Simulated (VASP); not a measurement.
# Ti (P6_3/mmc) in VASP: single point with PBE+D3(BJ)

Aim: the single point of Ti with PBE+D3(BJ).

All numbers are computed with VASP 6.6.1; they aren't measurements. Logs are shortened: lines on timing, memory, paths and dates and some standing lists are left out, and cuts for length are marked.

## 1. The cell of the first run

The structure is hexagonal, space group P6_3/mmc (No. 194). The conventional cell has a = 2.950 Å, b = 2.950 Å, c = 4.686 Å, α = 90.00°, β = 90.00°, γ = 120.00°. Within 3.8 Å of Ti (site symmetry -6m2) lie 12 Ti at 2.90 to 2.95 Å.

## 2. Single point, PBE+D3(BJ)

Input file INCAR:

```
PREC = Accurate ; ENCUT = 500
EDIFF = 1E-6 ; ISMEAR = 0
SIGMA = 0.1 ; LREAL = F
LASPH = T ; NELM = 120
ALGO = Normal ; ISIF = 2
LWAVE = F ; LCHARG = F
GGA = PE ; IVDW = 12
NBANDS = 19 ; GGA_COMPAT = F
```

Input file KPOINTS:

```
regular mesh
0
Gamma
  9 9 4
```

Input file POSCAR:

```
Ti
1.0
    2.9499978604      0.0000000000      0.0000000000
   -1.4749989302      2.5547730882      0.0000000000
    0.0000000000      0.0000000000      4.6860000000
Ti
2
Direct
    0.3333333333      0.6666666667      0.2500000000
    0.6666666667      0.3333333333      0.7500000000
```

Potentials or basis: VASP PAW PBE potentials, release 64 (Ti_sv).

Started as:

```
cat potpaw_PBE.64/Ti_sv/POTCAR > POTCAR
mpirun -np 1 vasp_std > vasp.out
```

OUTCAR:

```text
PREC = Accurate
   ENCUT = 500
   EDIFF = 1E-6
   ISMEAR = 0
   LREAL = F
   LASPH = T
   NELM = 120
   ISIF = 2
   GGA = PE
   IVDW = 12
 IVDW          = 12

 ion  position               nearest neighbor table
   1  0.333  0.667  0.250-   2 2.90   2 2.90   2 2.90   2 2.90   2 2.90   2 2.90
   2  0.667  0.333  0.750-   1 2.90   1 2.90   1 2.90   1 2.90   1 2.90   1 2.90

  LATTYP: Found a hexagonal cell.
 ALAT       =     2.9499978604
 C/A-ratio  =     1.5884757284

  Lattice vectors:

 A1 = (   2.9499978604,   0.0000000000,   0.0000000000)
 A2 = (  -1.4749989302,   2.5547730882,   0.0000000000)
 A3 = (   0.0000000000,   0.0000000000,   4.6860000000)

Analysis of symmetry for initial positions (statically):
=====================================================================
 Subroutine PRICEL returns:
 Original cell was already a primitive cell.

 Routine SETGRP: Setting up the symmetry group for a
 hexagonal supercell.

 Subroutine GETGRP returns: Found 24 space group operations
 (whereof 12 operations were pure point group operations)
 out of a pool of 24 trial point group operations.

The static configuration has the point symmetry D_3d.
 The point group associated with its full space group is D_6h.

Analysis of symmetry for dynamics (positions and initial velocities):
=====================================================================
 Subroutine PRICEL returns:
 Original cell was already a primitive cell.

 Routine SETGRP: Setting up the symmetry group for a
 hexagonal supercell.

 Subroutine GETGRP returns: Found 24 space group operations
 (whereof 12 operations were pure point group operations)
 out of a pool of 24 trial point group operations.

The dynamic configuration has the point symmetry D_3d.
 The point group associated with its full space group is D_6h.

 Subroutine INISYM returns: Found 24 space group operations
 (whereof 12 operations are pure point group operations),
 and found     1 'primitive' translations

----------------------------------------------------------------------------------------

                                     Primitive cell

  volume of cell :      35.3164

  direct lattice vectors                    reciprocal lattice vectors
     2.949997860  0.000000000  0.000000000     0.338983297  0.195712098  0.000000000
    -1.474998930  2.554773088  0.000000000     0.000000000  0.391424195  0.000000000
     0.000000000  0.000000000  4.686000000     0.000000000  0.000000000  0.213401622

  length of vectors
     2.949997860  2.949997860  4.686000000     0.391424195  0.391424195  0.213401622

  position of ions in fractional coordinates (direct lattice)
     0.333333333  0.666666667  0.250000000
     0.666666667  0.333333333  0.750000000

  ion indices of the primitive-cell ions
   primitive index   ion index
                 1           1
                 2           2

----------------------------------------------------------------------------------------

 KPOINTS: regular mesh

Automatic generation of k-mesh.
 Grid dimensions read from file:
 generate k-points for:    9    9    4

 Generating k-lattice:

  Cartesian coordinates                     Fractional coordinates (reciprocal lattice)
     0.037664811  0.021745789  0.000000000     0.111111111  0.000000000  0.000000000
     0.000000000  0.043491577  0.000000000     0.000000000  0.111111111  0.000000000
     0.000000000  0.000000000  0.053350405     0.000000000  0.000000000  0.250000000

  Length of vectors
     0.043491577  0.043491577  0.053350405

  Shift w.r.t. Gamma in fractional coordinates (k-lattice)
     0.000000000  0.000000000  0.000000000

 Subroutine IBZKPT returns following result:
 ===========================================

 Found     36 irreducible k-points:

 Following reciprocal coordinates:
            Coordinates               Weight
  0.000000  0.000000  0.000000      1.000000
  0.111111 -0.000000  0.000000      6.000000
  0.222222 -0.000000  0.000000      6.000000
  0.333333 -0.000000  0.000000      6.000000
  0.444444 -0.000000  0.000000      6.000000
  0.111111  0.111111  0.000000      6.000000
[... 16 lines left out ...]
  0.333333  0.222222  0.250000     24.000000
  0.333333  0.333333  0.250000      4.000000
 [... further k-points ...]
   k-points           NKPTS =     36   k-points in BZ     NKDIM =     36   number of bands    NBANDS=     19
   number of dos      NEDOS =    301   number of ions     NIONS =      2
   total plane-waves  NPLWV =  20736
   dimension x,y,z NGX =    24 NGY =   24 NGZ =   36
   dimension x,y,z NGXF=    48 NGYF=   48 NGZF=   72
   ions per type =               2
   NGX,Y,Z   is equivalent  to a cutoff of  13.53, 13.53, 12.77 a.u.
   NGXF,Y,Z  is equivalent  to a cutoff of  27.05, 27.05, 25.54 a.u.
 SYSTEM =  unknown system
   PREC   = accura    normal or accurate (medium, high low for compatibility)
   ISTART =      0    job   : 0-new  1-cont  2-samecut
   ICHARG =      2    charge: 1-file 2-atom 10-const
   ISPIN  =      1    spin polarized calculation?
   LNONCOLLINEAR =      F non collinear calculations
   LSORBIT =      F    spin-orbit coupling
   LASPH  =      T    aspherical Exc in radial PAW
   ENCUT  =  500.0 eV  36.75 Ry    6.06 a.u.   5.38  5.38  8.54*2*pi/ulx,y,z
   NELM   =    120;   NELMIN=  2; NELMDL= -5     # of ELM steps
   EDIFF  = 0.1E-05   stopping-criterion for ELM
   LREAL  =      F    real-space projection
   EDIFFG = 0.1E-04   stopping-criterion for IOM
   NSW    =      0    number of steps for IOM
   IBRION =     -1    ionic relax: 0-MD 1-quasi-New 2-CG
   NFREE  =      0    steps in history (QN), initial steepest desc. (CG)
   ISIF   =      2    stress and relaxation
   ISYM   =      2    0-nonsym 1-usesym 2-fastsym
   POTIM  = 0.5000    time-step for ionic-motion
   TEBEG  =    0.0;   TEEND  =   0.0 temperature during run
   PSTRESS=    0.0 pullay stress
   NELECT =      24.0000    total number of electrons
   NUPDOWN=      -1.0000    fix difference up-down
   EMIN   =  10.00;   EMAX   =-10.00  energy-range for DOS
   EFERMI =   0.00;   METHOD = LEGACY
   ISMEAR =     0;   SIGMA  =   0.10  broadening in eV -4-tet -1-fermi 0-gaus
   EFERMI_NEDOS =   21; number of points for ismear=-14 and -15
   IALGO  =     38    algorithm
   IMIX   =      4    mixing-type and parameters
     AMIX     =   0.40;   BMIX     =  1.00
     AMIX_MAG =   1.60;   BMIX_MAG =  1.00
  volume/ion in A,a.u.               =      17.66       119.16
  Fermi-wavevector in a.u.,A,eV,Ry     =   1.439306  2.719894 28.185854  2.071602
  Thomas-Fermi vector in A             =   2.558176
   LORBIT       =      0    0 simple, 1 ext, 2 COOP (PROOUT), +10 PAW based schemes
   GGA     = PE    functional components
   LHFCALC =     F    Hartree Fock is set to
   AEXX    =    0.0000 exact exchange contribution
   IVDW    =    12    specifies the selected vdW correction
   LEPSILON=     F    determine dielectric tensor
   LRPA    =     F    only Hartree local field effects (RPA)
 non-spin polarized calculation
 Gauss-broadening in eV      SIGMA  =   0.10
  energy-cutoff  :      500.00
  volume of cell :       35.32
 maximum number of plane-waves:       929
 NGX is ok and might be reduce to    24
   NGX = 11   NGY = 11   NGZ = 17

 number of electron      24.0000001 magnetization

 Free energy of the ion-electron system (eV)
  ---------------------------------------------------
  ext. energy  EPLUGINS =         0.00000000
  ---------------------------------------------------
  free energy    TOTEN  =       -15.68182088 eV

  energy without entropy =      -15.67333832  energy(sigma->0) =      -15.67757960

 E-fermi :   8.1395     XC(G=0): -11.4194

 val. band max:        8.1001997880   @ k =   0.1111   0.1111   0.2500
 cond. band min:       8.1477052585   @ k =   0.2222   0.2222   0.5000
 fundamental gap:      0.0475054705
 Fermi energy:         8.1395419104

 k-point     1 :       0.0000    0.0000    0.0000
  band No.  band energies     occupation
      1     -48.7227      2.00000
      2     -48.5964      2.00000
      3     -25.2905      2.00000
      4     -24.6795      2.00000
      5     -24.6795      2.00000
      6     -24.6233      2.00000
[... 11 lines left out ...]
     18       9.7721      0.00000
     19      11.2531      0.00000

 k-point     2 :       0.1111   -0.0000    0.0000
  band No.  band energies     occupation
      1     -48.7115      2.00000
      2     -48.5919      2.00000
      3     -25.2651      2.00000
      4     -24.7312      2.00000
      5     -24.6965      2.00000
      6     -24.6388      2.00000
[... 11 lines left out ...]
     18       9.6239      0.00000
     19      11.3435      0.00000

 k-point     3 :       0.2222   -0.0000    0.0000
  band No.  band energies     occupation
      1     -48.6821      2.00000
      2     -48.5816      2.00000
      3     -25.1955      2.00000
      4     -24.8638      2.00000
      5     -24.7702      2.00000
      6     -24.7379      2.00000
[... 11 lines left out ...]
     18      10.1951      0.00000
     19      11.4969      0.00000

 k-point     4 :       0.3333   -0.0000    0.0000
  band No.  band energies     occupation
      1     -48.6455      2.00000
      2     -48.5729      2.00000
      3     -25.1006      2.00000
      4     -25.0163      2.00000
      5     -24.9129      2.00000
      6     -24.7826      2.00000
[... 407 lines left out ...]
     18      11.4787      0.00000
     19      12.0438      0.00000

 k-point    23 :       0.3333    0.2222    0.2500
  band No.  band energies     occupation
      1     -48.5978      2.00000
      2     -48.5777      2.00000
      3     -25.1160      2.00000
      4     -25.0615      2.00000
      5     -24.9393      2.00000
      6     -24.8361      2.00000
[... 11 lines left out ...]
     18      11.5747      0.00000
     19      13.0603      0.00000

 k-point    24 :       0.3333    0.3333    0.2500
  band No.  band energies     occupation
      1     -48.5838      2.00000
      2     -48.5838      2.00000
      3     -25.0554      2.00000
      4     -25.0554      2.00000
      5     -25.0131      2.00000
      6     -24.8618      2.00000
[... 11 lines left out ...]
     18      11.2163      0.00000
     19      14.5671      0.00000

 [... further k-points ...]

------------------------ aborting loop because EDIFF is reached ----------------------------------------

 Edisp (eV)   -1.18260

 E8    (eV) :    -0.5609

  FORCE on cell =-STRESS in cart. coord.  units (eV):
  Direction    XX          YY          ZZ          XY          YZ          ZX
  --------------------------------------------------------------------------------------
  -------------------------------------------------------------------------------------
  Total      -1.59111    -1.59111    -1.90363    -0.00000     0.00000     0.00000
  in kB     -72.18314   -72.18314   -86.36075    -0.00000     0.00000     0.00000
  external pressure =      -76.91 kB  Pullay stress =        0.00 kB

 VOLUME and BASIS-vectors are now :
 -----------------------------------------------------------------------------
  energy-cutoff  :      500.00
  volume of cell :       35.32
      direct lattice vectors                 reciprocal lattice vectors
     2.949997860  0.000000000  0.000000000     0.338983297  0.195712098  0.000000000
    -1.474998930  2.554773088  0.000000000     0.000000000  0.391424195  0.000000000
     0.000000000  0.000000000  4.686000000     0.000000000  0.000000000  0.213401622

 POSITION                                       TOTAL-FORCE (eV/Angst)
 -----------------------------------------------------------------------------------
     -0.00000      1.70318      1.17150        -0.000000      0.000000      0.000000
      1.47500      0.85159      3.51450         0.000000      0.000000      0.000000
 -----------------------------------------------------------------------------------
    total drift:                               -0.000000      0.000000     -0.000000

  FREE ENERGIE OF THE ION-ELECTRON SYSTEM (eV)
  ---------------------------------------------------
  free  energy   TOTEN  =       -16.8644167435 eV

  energy  without entropy=      -16.8559341768  energy(sigma->0) =      -16.86017546
```

It took 9.6 s on 1 thread of Intel Xeon 6975P-C (Granite Rapids), shared host; peak memory 0.16 GiB.

What came out:

```yaml
Free_energy: -16.8644 eV
Pressure: -7.7 GPa
Band_gap_on_the_k_mesh: zero (bands 12 and 13 overlap by 0.99 eV)
Dispersion_energy_per_atom: -0.591 eV
```

Caveat: the cell stands under tension.
